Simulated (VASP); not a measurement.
# In (I4/mmm) in VASP: single point with PBE

Aim: the single point of In with PBE.

Program: VASP 6.6.1. These are calculated values, not measurements. Logs are shortened: lines on timing, memory, paths and dates and some standing lists are left out, and cuts for length are marked.

## Step 1: The cell of the first run

The structure is tetragonal, space group I4/mmm (No. 139). The conventional cell has a = 3.389 Å, b = 3.389 Å, c = 4.595 Å, α = 90.00°, β = 90.00°, γ = 90.00°. In (site symmetry 4/mmm) has 12 In at 3.32 to 3.39 Å within 4.4 Å.

## Step 2: Single point, PBE, non-collinear spin, zero start, spin-orbit coupling

INCAR reads:

```
ALGO     = Normal         # electronic algorithm
EDIFF    = 1E-6           # SCF threshold, eV
ENCUT    = 520            # plane-wave cutoff, eV
GGA      = PE             # functional
GGA_COMPAT= False        
ISIF     = 2              # what is computed and relaxed
ISMEAR   = -1             # smearing method
LASPH    = True           # aspherical terms in the spheres
LCHARG   = False          # write CHGCAR
LNONCOLLINEAR= True           # non-collinear magnetism
LORBIT   = 11             # projections on sites
LORBMOM  = True         
LREAL    = False          # projectors in reciprocal space
LSORBIT  = True           # spin-orbit coupling
LWAVE    = False          # write WAVECAR
MAGMOM   = 0 0 0          # initial moments
NBANDS   = 24             # bands
NELM     = 150            # most SCF steps
PREC     = Accurate       # precision mode
SIGMA    = 0.03           # smearing width, eV
```

KPOINTS reads:

```
k-points
0
Gamma
  17 17 17
```

POSCAR reads:

```
In
1.0
   -1.6947072674      1.6947072674      2.2973723912
    1.6947072674     -1.6947072674      2.2973723912
    1.6947072674      1.6947072674     -2.2973723912
In
1
Direct
    0.0000000000      0.0000000000      0.0000000000
```

Potentials or basis: VASP PAW PBE potentials, release 64 (In_d).

The run is started by

```console
> cat potpaw_PBE.64/In_d/POTCAR > POTCAR
> mpirun -np 1 vasp_ncl > vasp.out
```

OUTCAR:

```text
EDIFF = 1E-6
   ENCUT = 520
   GGA = PE
   ISIF = 2
   ISMEAR = -1
   LASPH = True
   LNONCOLLINEAR = True
   LORBIT = 11
   LREAL = False
   LSORBIT = True
   NELM = 150
   PREC = Accurate

 ion  position               nearest neighbor table
   1  0.000  0.000  0.000-

  LATTYP: Found a body centered tetragonal cell.
 ALAT       =     3.3894145348
 C/A-ratio  =     1.3556160615

  Lattice vectors:

 A1 = (  -1.6947072674,   1.6947072674,   2.2973723912)
 A2 = (   1.6947072674,  -1.6947072674,   2.2973723912)
 A3 = (   1.6947072674,   1.6947072674,  -2.2973723912)

Analysis of symmetry for initial positions (statically):
=====================================================================
 Subroutine PRICEL returns:
 Original cell was already a primitive cell.

 Routine SETGRP: Setting up the symmetry group for a
 body centered tetragonal supercell.

 Subroutine GETGRP returns: Found 16 space group operations
 (whereof 16 operations were pure point group operations)
 out of a pool of 16 trial point group operations.

The static configuration has the point symmetry D_4h.

Analysis of symmetry for dynamics (positions and initial velocities):
=====================================================================
 Subroutine PRICEL returns:
 Original cell was already a primitive cell.

 Routine SETGRP: Setting up the symmetry group for a
 body centered tetragonal supercell.

 Subroutine GETGRP returns: Found 16 space group operations
 (whereof 16 operations were pure point group operations)
 out of a pool of 16 trial point group operations.

The dynamic configuration has the point symmetry D_4h.

Analysis of structural, dynamic, and magnetic symmetry:
=====================================================================
 Subroutine PRICEL returns:
 Original cell was already a primitive cell.

 Routine SETGRP: Setting up the symmetry group for a
 body centered tetragonal supercell.

 Subroutine GETGRP returns: Found 16 space group operations
 (whereof 16 operations were pure point group operations)
 out of a pool of 16 trial point group operations.

The overall configuration has the point symmetry D_4h.

 Subroutine INISYM returns: Found 16 space group operations
 (whereof 16 operations are pure point group operations),
 and found     1 'primitive' translations

----------------------------------------------------------------------------------------

                                     Primitive cell

  volume of cell :      26.3925

  direct lattice vectors                    reciprocal lattice vectors
    -1.694707267  1.694707267  2.297372391     0.000000000  0.295036205  0.217639945
     1.694707267 -1.694707267  2.297372391     0.295036205  0.000000000  0.217639945
     1.694707267  1.694707267 -2.297372391     0.295036205  0.295036205  0.000000000

  length of vectors
     3.319937552  3.319937552  3.319937552     0.366624477  0.366624477  0.417244202

  position of ions in fractional coordinates (direct lattice)
     0.000000000  0.000000000  0.000000000

  ion indices of the primitive-cell ions
   primitive index   ion index
                 1           1

----------------------------------------------------------------------------------------

 KPOINTS: k-points

Automatic generation of k-mesh.
 Grid dimensions read from file:
 generate k-points for:   17   17   17

 Generating k-lattice:

  Cartesian coordinates                     Fractional coordinates (reciprocal lattice)
     0.000000000  0.017355071  0.012802350     0.058823529 -0.000000000  0.000000000
     0.017355071  0.000000000  0.012802350    -0.000000000  0.058823529  0.000000000
     0.017355071  0.017355071  0.000000000     0.000000000  0.000000000  0.058823529

  Length of vectors
     0.021566146  0.021566146  0.024543777

  Shift w.r.t. Gamma in fractional coordinates (k-lattice)
     0.000000000  0.000000000  0.000000000

 Subroutine IBZKPT returns following result:
 ===========================================

 Found    405 irreducible k-points:

 Following reciprocal coordinates:
            Coordinates               Weight
  0.000000  0.000000  0.000000      1.000000
  0.058824  0.000000 -0.000000      8.000000
  0.117647  0.000000  0.000000      8.000000
  0.176471  0.000000 -0.000000      8.000000
  0.235294  0.000000  0.000000      8.000000
  0.294118  0.000000 -0.000000      8.000000
[... 16 lines left out ...]
 -0.176471  0.058824  0.000000     16.000000
 -0.117647  0.058824  0.000000     16.000000
 [... further k-points ...]
   k-points           NKPTS =    405   k-points in BZ     NKDIM =    405   number of bands    NBANDS=     24
   number of dos      NEDOS =    301   number of ions     NIONS =      1
   total plane-waves  NPLWV =  21952
   dimension x,y,z NGX =    28 NGY =   28 NGZ =   28
   dimension x,y,z NGXF=    56 NGYF=   56 NGZF=   56
   ions per type =               1
   NGX,Y,Z   is equivalent  to a cutoff of  14.02, 14.02, 14.02 a.u.
   NGXF,Y,Z  is equivalent  to a cutoff of  28.04, 28.04, 28.04 a.u.
 SYSTEM =  unknown system
   PREC   = accura    normal or accurate (medium, high low for compatibility)
   ISTART =      0    job   : 0-new  1-cont  2-samecut
   ICHARG =      2    charge: 1-file 2-atom 10-const
   ISPIN  =      1    spin polarized calculation?
   LNONCOLLINEAR =      T non collinear calculations
   LSORBIT =      T    spin-orbit coupling
   LASPH  =      T    aspherical Exc in radial PAW
   ENCUT  =  520.0 eV  38.22 Ry    6.18 a.u.   6.17  6.17  6.17*2*pi/ulx,y,z
   NELM   =    150;   NELMIN=  2; NELMDL= -5     # of ELM steps
   EDIFF  = 0.1E-05   stopping-criterion for ELM
   LREAL  =      F    real-space projection
   EDIFFG = 0.1E-04   stopping-criterion for IOM
   NSW    =      0    number of steps for IOM
   IBRION =     -1    ionic relax: 0-MD 1-quasi-New 2-CG
   NFREE  =      0    steps in history (QN), initial steepest desc. (CG)
   ISIF   =      2    stress and relaxation
   ISYM   =      2    0-nonsym 1-usesym 2-fastsym
   POTIM  = 0.5000    time-step for ionic-motion
   TEBEG  =    0.0;   TEEND  =   0.0 temperature during run
   PSTRESS=    0.0 pullay stress
   NELECT =      13.0000    total number of electrons
   NUPDOWN=      -1.0000    fix difference up-down
   EMIN   =  10.00;   EMAX   =-10.00  energy-range for DOS
   EFERMI =   0.00;   METHOD = LEGACY
   ISMEAR =    -1;   SIGMA  =   0.03  broadening in eV -4-tet -1-fermi 0-gaus
   EFERMI_NEDOS =   21; number of points for ismear=-14 and -15
   IALGO  =     38    algorithm
   IMIX   =      4    mixing-type and parameters
     AMIX     =   0.40;   BMIX     =  1.00
     AMIX_MAG =   1.60;   BMIX_MAG =  1.00
  volume/ion in A,a.u.               =      26.39       178.11
  Fermi-wavevector in a.u.,A,eV,Ry     =   1.292892  2.443212 22.743098  1.671571
  Thomas-Fermi vector in A             =   2.424572
   LORBIT       =     11    0 simple, 1 ext, 2 COOP (PROOUT), +10 PAW based schemes
   GGA     = PE    functional components
   LHFCALC =     F    Hartree Fock is set to
   AEXX    =    0.0000 exact exchange contribution
   IVDW    =     0    specifies the selected vdW correction
   LEPSILON=     F    determine dielectric tensor
   LRPA    =     F    only Hartree local field effects (RPA)
  energy-cutoff  :      520.00
  volume of cell :       26.39
 maximum number of plane-waves:      1452
 NGX is ok and might be reduce to    28
   NGX = 13   NGY = 13   NGZ = 13

 number of electron      13.0000000 magnetization       0.0000000      0.0000000      0.0000000

 number of electron      13.0000005 magnetization      -0.0000000      0.0000000     -0.0000000

 number of electron      13.0000005 magnetization       0.0000000     -0.0000000      0.0000000

 Free energy of the ion-electron system (eV)
  ---------------------------------------------------
  ext. energy  EPLUGINS =         0.00000000
  ---------------------------------------------------
  free energy    TOTEN  =        -2.59083828 eV

  energy without entropy =       -2.58956418  energy(sigma->0) =       -2.59020123

 E-fermi :   7.4367     XC(G=0): -10.2110

 val. band max:        7.4315149323   @ k =   0.2353   0.2353   0.1765
 cond. band min:       7.4478561725   @ k =  -0.4118  -0.4706   0.2941
 fundamental gap:      0.0163412402
 Fermi energy:         7.4366938910

 k-point     1 :       0.0000    0.0000    0.0000
  band No.  band energies     occupation
      1      -7.6581      1.00000
      2      -7.6581      1.00000
      3      -7.6510      1.00000
      4      -7.6510      1.00000
      5      -6.8679      1.00000
      6      -6.8679      1.00000
[... 16 lines left out ...]
     23      21.3347      0.00000
     24      21.3466      0.00000

 k-point     2 :       0.0588    0.0000   -0.0000
  band No.  band energies     occupation
      1      -7.6558      1.00000
      2      -7.6558      1.00000
      3      -7.6488      1.00000
      4      -7.6488      1.00000
      5      -6.8640      1.00000
      6      -6.8640      1.00000
[... 16 lines left out ...]
     23      21.6119      0.00000
     24      21.6119      0.00000
[... 565 lines left out ...]
     23      22.0262      0.00000
     24      22.0262      0.00000

 k-point    24 :      -0.1176    0.0588    0.0000
  band No.  band energies     occupation
      1      -7.6541      1.00000
      2      -7.6541      1.00000
      3      -7.6408      1.00000
      4      -7.6408      1.00000
      5      -6.8556      1.00000
      6      -6.8556      1.00000
[... 16 lines left out ...]
     23      21.9253      0.00000
     24      21.9253      0.00000

 [... further k-points ...]

------------------------ aborting loop because EDIFF is reached ----------------------------------------

  FORCE on cell =-STRESS in cart. coord.  units (eV):
  Direction    XX          YY          ZZ          XY          YZ          ZX
  --------------------------------------------------------------------------------------
  -------------------------------------------------------------------------------------
  Total        0.2803092      0.2803092      0.1937071      0.0000000     -0.0000000      0.0000000
  in kB       17.0163806     17.0163806     11.7591323      0.0000000     -0.0000000      0.0000000
  external PRESSURE =      15.2639645 kB  Pullay stress =       0.0000000 kB

 VOLUME and BASIS-vectors are now :
 -----------------------------------------------------------------------------
  energy-cutoff  :      520.00
  volume of cell :       26.39
      direct lattice vectors                 reciprocal lattice vectors
    -1.694707267  1.694707267  2.297372391     0.000000000  0.295036205  0.217639945
     1.694707267 -1.694707267  2.297372391     0.295036205  0.000000000  0.217639945
     1.694707267  1.694707267 -2.297372391     0.295036205  0.295036205  0.000000000

 POSITION                                       TOTAL-FORCE (eV/Angst)
 -----------------------------------------------------------------------------------
      0.00000      0.00000      0.00000         0.000000      0.000000      0.000000
 -----------------------------------------------------------------------------------
    total drift:                                0.000000      0.000000      0.000000

  FREE ENERGIE OF THE ION-ELECTRON SYSTEM (eV)
  ---------------------------------------------------
  free  energy   TOTEN  =        -2.5908382754 eV

  energy  without entropy=       -2.5895641788  energy(sigma->0) =       -2.59020123

 orbital moment (x)

 # of ion     p       d       tot
 ----------------------------------------
  1        -0.000  -0.000  -0.000
 ----------------------------------------
           -0.000  -0.000  -0.000

 orbital moment (y)

 # of ion     p       d       tot
 ----------------------------------------
  1         0.000  -0.000   0.000
 ----------------------------------------
            0.000  -0.000   0.000

 orbital moment (z)

 # of ion     p       d       tot
 ----------------------------------------
  1         0.000  -0.000  -0.000
 ----------------------------------------
            0.000  -0.000  -0.000

 Spin-Orbit-Coupling matrix elements

 Ion:    1  E_soc:     -0.0707636
 l=   1
     0.0000000    -0.0054840    -0.0054856
    -0.0054840     0.0000000    -0.0054840
    -0.0054856    -0.0054840     0.0000000
 l=   2
     0.0000000    -0.0012628     0.0000000    -0.0012628    -0.0050537
    -0.0012628     0.0000000    -0.0038012    -0.0012472    -0.0012496
     0.0000000    -0.0038012     0.0000000    -0.0038012     0.0000000
    -0.0012628    -0.0012472    -0.0038012     0.0000000    -0.0012496
    -0.0050537    -0.0012496     0.0000000    -0.0012496     0.0000000
 l=   3
     0.0000000     0.0000000     0.0000000     0.0000000     0.0000000     0.0000000     0.0000000
     0.0000000     0.0000000     0.0000000     0.0000000     0.0000000     0.0000000     0.0000000
     0.0000000     0.0000000     0.0000000     0.0000000     0.0000000     0.0000000     0.0000000
     0.0000000     0.0000000     0.0000000     0.0000000     0.0000000     0.0000000     0.0000000
     0.0000000     0.0000000     0.0000000     0.0000000     0.0000000     0.0000000     0.0000000
     0.0000000     0.0000000     0.0000000     0.0000000     0.0000000     0.0000000     0.0000000
     0.0000000     0.0000000     0.0000000     0.0000000     0.0000000     0.0000000     0.0000000

 total charge

# of ion       s       p       d       tot
------------------------------------------
    1        1.001   0.487   9.849  11.337

 magnetization (x)

# of ion       s       p       d       tot
------------------------------------------
    1        0.000  -0.000   0.000  -0.000

 magnetization (y)

# of ion       s       p       d       tot
------------------------------------------
    1       -0.000  -0.000  -0.000  -0.000

 magnetization (z)

# of ion       s       p       d       tot
------------------------------------------
    1        0.000  -0.000   0.000  -0.000
```

It took 12 min on 1 thread of Oxide Virtual Turin-like, shared host; peak memory 0.45 GiB.

What came out:

* Free energy: -2.5908 eV
* Pressure: 1.5 GPa
* Net moment: 0.00 μB per cell
* Valence electrons inside the program's atomic spheres: In 11.34

Moments on the atoms (μB; x, y, z):
```
In  0.00 0.00 0.00
```
